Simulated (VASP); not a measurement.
# Ti (Fm-3m) in VASP: further runs

Runs on Ti. Level: PBE+D3(BJ)+U. Tasks: single point.

Program: VASP 6.6.1. These are calculated values, not measurements. Logs are shortened: lines on timing, memory, paths and dates and some standing lists are left out, and cuts for length are marked.

**1. The cell of the first run**

The structure is cubic, space group Fm-3m (No. 225). Conventional cell: a = 4.005 Å, b = 4.005 Å, c = 4.005 Å, α = 90.00°, β = 90.00°, γ = 90.00°. Ti (site symmetry m-3m) has 12 Ti at 2.83 Å within 3.7 Å.

**2. Single point, PBE+D3(BJ)+U (volume scaled by 0.96)**

INCAR reads:

```
PREC = Accurate
ENCUT = 520
EDIFF = 1E-6
ISMEAR = 1
SIGMA = 0.05
LREAL = F
LASPH = T
NELM = 150
ALGO = Normal
ISIF = 2
LWAVE = F
LCHARG = F
LMAXMIX = 4
LDAU = T
LDAUTYPE = 2
LDAUL = 2
LDAUU = 6.2
LDAUJ = 0
LDAUPRINT = 1
GGA = PE
IVDW = 12
NBANDS = 12
```

KPOINTS reads:

```
Automatic mesh
0
Gamma
  11 11 11
```

POSCAR reads:

```
Ti
1.0
    0.0000000000      2.0025642044      2.0025642044
    2.0025642044      0.0000000000      2.0025642044
    2.0025642044      2.0025642044      0.0000000000
Ti
1
Direct
    0.0000000000      0.0000000000      0.0000000000
```

Potentials or basis: VASP PAW PBE potentials, release 64 (Ti_sv).

Launch:

```console
cat potpaw_PBE.64/Ti_sv/POTCAR > POTCAR
mpirun -np 1 vasp_std > vasp.out
```

OUTCAR:

```text
PREC = Accurate
   ENCUT = 520
   EDIFF = 1E-6
   ISMEAR = 1
   LREAL = F
   LASPH = T
   NELM = 150
   ISIF = 2
   GGA = PE
   IVDW = 12
 IVDW          = 12

 ion  position               nearest neighbor table
   1  0.000  0.000  0.000-

  LATTYP: Found a face centered cubic cell.
 ALAT       =     4.0051284088

  Lattice vectors:

 A1 = (   0.0000000000,   2.0025642044,   2.0025642044)
 A2 = (   2.0025642044,   0.0000000000,   2.0025642044)
 A3 = (   2.0025642044,   2.0025642044,   0.0000000000)

Analysis of symmetry for initial positions (statically):
=====================================================================
 Subroutine PRICEL returns:
 Original cell was already a primitive cell.

 Routine SETGRP: Setting up the symmetry group for a
 face centered cubic supercell.

 Subroutine GETGRP returns: Found 48 space group operations
 (whereof 48 operations were pure point group operations)
 out of a pool of 48 trial point group operations.

The static configuration has the point symmetry O_h .

Analysis of symmetry for dynamics (positions and initial velocities):
=====================================================================
 Subroutine PRICEL returns:
 Original cell was already a primitive cell.

 Routine SETGRP: Setting up the symmetry group for a
 face centered cubic supercell.

 Subroutine GETGRP returns: Found 48 space group operations
 (whereof 48 operations were pure point group operations)
 out of a pool of 48 trial point group operations.

The dynamic configuration has the point symmetry O_h .

 Subroutine INISYM returns: Found 48 space group operations
 (whereof 48 operations are pure point group operations),
 and found     1 'primitive' translations

----------------------------------------------------------------------------------------

                                     Primitive cell

  volume of cell :      16.0616

  direct lattice vectors                    reciprocal lattice vectors
     0.000000000  2.002564204  2.002564204    -0.249679885  0.249679885  0.249679885
     2.002564204  0.000000000  2.002564204     0.249679885 -0.249679885  0.249679885
[... 149 lines left out ...]
  o =  0.1115  v =  0.0000  0.0000  0.0000  0.0000  0.0000  0.0000  0.0000  0.2095  0.0000 -0.9778      0.0000  0.0000  0.0000  0.0000  0.0000  0.0000  0.0000  0.0000  0.0000  0.0000
  o =  0.1115  v =  0.0000  0.0000  0.9778  0.0000  0.2095  0.0000  0.0000  0.0000  0.0000  0.0000      0.0000  0.0000  0.0000  0.0000  0.0000  0.0000  0.0000  0.0000  0.0000  0.0000
  o =  0.1115  v =  0.0000  0.0000  0.0000  0.0000  0.0000  0.0000  0.0000  0.9778  0.0000  0.2095      0.0000  0.0000  0.0000  0.0000  0.0000  0.0000  0.0000  0.0000  0.0000  0.0000
  o =  0.2094  v =  1.0000  0.0000  0.0000  0.0000  0.0000  0.0000  0.0000  0.0000  0.0000  0.0000      0.0000  0.0000  0.0000  0.0000  0.0000  0.0000  0.0000  0.0000  0.0000  0.0000
  o =  0.2094  v =  0.0000  0.0000  0.0000  0.0000  0.0000  1.0000  0.0000  0.0000  0.0000  0.0000      0.0000  0.0000  0.0000  0.0000  0.0000  0.0000  0.0000  0.0000  0.0000  0.0000
  o =  0.2094  v =  0.0000  0.0000  0.0000  0.0000  0.0000  0.0000  0.6642 -0.0000 -0.7475  0.0000      0.0000  0.0000  0.0000  0.0000  0.0000  0.0000  0.0000  0.0000  0.0000  0.0000
  o =  0.2094  v =  0.0000  0.6642 -0.0000 -0.7475  0.0000  0.0000  0.0000  0.0000  0.0000  0.0000      0.0000  0.0000  0.0000  0.0000  0.0000  0.0000  0.0000  0.0000  0.0000  0.0000
  o =  0.2094  v =  0.0000  0.0000  0.0000  0.0000  0.0000  0.0000 -0.7475  0.0000 -0.6642 -0.0000      0.0000  0.0000  0.0000  0.0000  0.0000  0.0000  0.0000  0.0000  0.0000  0.0000
  o =  0.2094  v =  0.0000 -0.7475  0.0000 -0.6642 -0.0000  0.0000  0.0000  0.0000  0.0000  0.0000      0.0000  0.0000  0.0000  0.0000  0.0000  0.0000  0.0000  0.0000  0.0000  0.0000

 number of electron      11.9999999 magnetization

 Free energy of the ion-electron system (eV)
  ---------------------------------------------------
  ext. energy  EPLUGINS =         0.00000000
  ---------------------------------------------------
  free energy    TOTEN  =        -3.13166006 eV

  energy without entropy =       -3.13161974  energy(sigma->0) =       -3.13164662

 E-fermi :   9.8516     XC(G=0): -11.9702

 val. band max:        9.8299402523   @ k =   0.2727   0.0000   0.0000
 cond. band min:       9.8639803285   @ k =  -0.4545   0.3636   0.1818
 fundamental gap:      0.0340400762
 Fermi energy:         9.8516350520

 k-point     1 :       0.0000    0.0000    0.0000
  band No.  band energies     occupation
      1     -48.4356      2.00000
      2     -24.1447      2.00000
      3     -24.1447      2.00000
      4     -24.1447      2.00000
      5       2.7407      2.00000
      6      10.9730      0.00000
      7      10.9730      0.00000
      8      10.9730      0.00000
      9      13.3785      0.00000
     10      13.3785      0.00000
     11      24.7665      0.00000
     12      29.6291      0.00000
[... 331 lines left out ...]
 k-point    24 :      -0.1818    0.1818    0.0000
  band No.  band energies     occupation
      1     -48.3308      2.00000
      2     -24.5939      2.00000
      3     -24.3287      2.00000
      4     -24.1961      2.00000
      5       5.4060      2.00000
      6       9.6835      2.00002
      7      11.0029      0.00000
      8      11.9405      0.00000
      9      12.4461      0.00000
     10      14.1406      0.00000
     11      23.5384      0.00000
     12      24.2329      0.00000

 [... further k-points ...]

------------------------ aborting loop because EDIFF is reached ----------------------------------------

 Edisp (eV)   -0.65284

 E8    (eV) :    -0.3102

  FORCE on cell =-STRESS in cart. coord.  units (eV):
  Direction    XX          YY          ZZ          XY          YZ          ZX
  --------------------------------------------------------------------------------------
  -------------------------------------------------------------------------------------
  Total       2.39537     2.39537     2.39537     0.00000    -0.00000     0.00000
  in kB     238.94257   238.94257   238.94257     0.00000    -0.00000     0.00000
  external pressure =      238.94 kB  Pullay stress =        0.00 kB

 VOLUME and BASIS-vectors are now :
 -----------------------------------------------------------------------------
  energy-cutoff  :      520.00
  volume of cell :       16.06
      direct lattice vectors                 reciprocal lattice vectors
     0.000000000  2.002564204  2.002564204    -0.249679885  0.249679885  0.249679885
     2.002564204  0.000000000  2.002564204     0.249679885 -0.249679885  0.249679885
     2.002564204  2.002564204  0.000000000     0.249679885  0.249679885 -0.249679885

 POSITION                                       TOTAL-FORCE (eV/Angst)
 -----------------------------------------------------------------------------------
      0.00000      0.00000      0.00000        -0.000000      0.000000      0.000000
 -----------------------------------------------------------------------------------
    total drift:                               -0.000000      0.000000     -0.000000

  FREE ENERGIE OF THE ION-ELECTRON SYSTEM (eV)
  ---------------------------------------------------
  free  energy   TOTEN  =        -3.7844988789 eV

  energy  without entropy=       -3.7844585563  energy(sigma->0) =       -3.78448544
```

Run time: 11 s. Hardware: 1 thread of Intel Xeon Platinum 8488C (Sapphire Rapids), shared host; peak memory 0.15 GiB.

Results:

- Free energy: -3.7845 eV
- Pressure: 23.9 GPa
- Band gap on the k mesh: zero (band 6 reaches 10.97 eV, above the bottom of band 7 at 9.57 eV)
- Dispersion energy per atom: -0.653 eV

Eigenvalues of the final occupation matrices:
| site | spin | trace | eigenvalues |
| --- | --- | --- | --- |
| site 1 d | 1 | 0.85 | 0.11 0.11 0.21 0.21 0.21 |
| site 1 d | 2 | 0.85 | 0.11 0.11 0.21 0.21 0.21 |

Caveat: U without spin polarisation on a metal has little footing; pairwise dispersion overbinds metals, which lowers pressure and volume; the U is typed as a test and isn't derived for this compound.

**3. Single point, PBE+D3(BJ)+U (volume scaled by 0.98)**

INCAR reads:

```
SYSTEM = Ti
  PREC = Accurate
  ENCUT = 520
  EDIFF = 1E-7
  ISMEAR = 1
  SIGMA = 0.05
  LREAL = .False.
  LASPH = .True.
  NELM = 150
  ALGO = Normal
  ISIF = 2
  LWAVE = .False.
  LCHARG = .False.
  LMAXMIX = 4
  LDAU = .True.
  LDAUTYPE = 2
  LDAUL = 2
  LDAUU = 6.2
  LDAUJ = 0
  LDAUPRINT = 1
  GGA = PE
  IVDW = 12
  NBANDS = 12
```

KPOINTS reads:

```
regular mesh
0
Gamma
  11 11 11
  0 0 0
```

POSCAR reads:

```
Ti
1.0
    0.0000000000      2.0163754284      2.0163754284
    2.0163754284      0.0000000000      2.0163754284
    2.0163754284      2.0163754284      0.0000000000
Ti
1
Direct
    0.0000000000      0.0000000000      0.0000000000
```

Potentials or basis: VASP PAW PBE potentials, release 64 (Ti_sv).

Launch:

```console
cat potpaw_PBE.64/Ti_sv/POTCAR > POTCAR
mpirun -np 1 vasp_std > vasp.out
```

Wall time 14 s (1 thread of Intel Xeon Platinum 8488C (Sapphire Rapids), shared host); peak memory 0.15 GiB.

The run converged. Its results:

```yaml
Free_energy: -3.8303 eV
Pressure: 19.9 GPa
Band_gap_on_the_k_mesh: zero (band 6 reaches 10.72 eV, above the bottom of band 7 at 9.33 eV)
Dispersion_energy_per_atom: -0.639 eV
```

Levels at points of the mesh, in eV from the Fermi level:
```tsv
k point	band 4	band 5	band 6	band 7	band 8	band 9
(0.00, 0.00, 0.00)	-34.08	-7.07	1.10	1.10	1.10	3.46
```

Eigenvalues of the final occupation matrices:
```
    site  spin  trace               eigenvalues
site 1 d     1   0.84  0.11 0.11 0.21 0.21 0.21
site 1 d     2   0.84  0.11 0.11 0.21 0.21 0.21
```

Caveat: U without spin polarisation on a metal has little footing; pairwise dispersion overbinds metals, which lowers pressure and volume; the U is typed as a test and isn't derived for this compound.

[end of part 1 of 2]
